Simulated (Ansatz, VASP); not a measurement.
## Ta2BiPb in VASP and in Ansatz

INCAR

```
SYSTEM = Ta2BiPb
PREC = Accurate
ENCUT = 520
EDIFF = 1E-7
ISMEAR = 0
SIGMA = 0.1
LREAL = .False.
LASPH = .True.
NELM = 100
ALGO = Normal
ISIF = 2
LWAVE = .False.
LCHARG = .False.
GGA = PS
NBANDS = 34
```

KPOINTS

```
Automatic mesh
0
Gamma
  6 6 4
  0 0 0
```

File POSCAR:

```
Ta2BiPb
1.0
    4.7729237490      0.0000000000      0.0000000000
   -2.3864618745      4.1334732170      0.0000000000
    0.0000000000      0.0000000000      6.0437874381
Bi Ta Pb
1 2 1
Direct
    0.3333333300      0.6666666700      0.0000000000
    0.0000000000      0.0000000000      0.2501881200
    0.0000000000      0.0000000000      0.7498118800
    0.6666666700      0.3333333300      0.5000000000
```

Input for Ansatz:

```yaml
crystal:
  lattice:
    - [4.772923749, 0.0, 0.0]
    - [-2.3864618745, 4.133473217, 0.0]
    - [0.0, 0.0, 6.0437874381]
  atoms:
    - { symbol: Bi, position: [0.33333333, 0.66666667, 0.0] }
    - { symbol: Ta, position: [0.0, 0.0, 0.25018812] }
    - { symbol: Ta, position: [0.0, 0.0, 0.74981188] }
    - { symbol: Pb, position: [0.66666667, 0.33333333, 0.5] }
basis:
  ecutwfc: 420
kpoints:
  mp_grid: { grid: [6, 6, 4] }
hamiltonian:
  xc: pbesol
scf:
  occupations: { method: gaussian, width: 0.1 }
output:
  forces: true
  stress: true
  eigenvalues: true
```

Alike in both runs: task single point; functional PBEsol; k mesh 6 × 6 × 4; occupations gaussian, width 0.1 eV; no spin polarisation.

|  | VASP | Ansatz |
| --- | --- | --- |
| version | VASP 6.6.1 | Ansatz 0.2.0 |
| potentials or method | VASP PAW PBE potentials, release 64 (Bi_d, Ta_pv, Pb_d), cutoff 520 eV | scalar-relativistic, plane waves, PAW |
| valence electrons in the cell | 51 | 55 |

```tsv
	VASP	Ansatz	Ansatz less VASP
gap on the k mesh at the Fermi level (eV)	none	none	-
pressure (GPa)	-14.1	-14.0	+0.03
traceless stress, the component that is largest in VASP (GPa)	-1.47	-1.44	+0.027
rms of the force components (eV/Å)	0.014	0.015	+0.0013
```

VASP's potentials were made for PBE, not for PBEsol. Atom by atom the forces differ by 0.001 eV/Å (rms over components). A gap of «none» marks a metal or a gap that the smearing closes. The functional is the same, so the differences come from potentials, cutoffs and numerics. VASP's potentials hold 51 valence electrons a cell and Ansatz's 55, so a difference there can come from the potentials and not from the codes.

Neither program's run includes spin-orbit coupling.
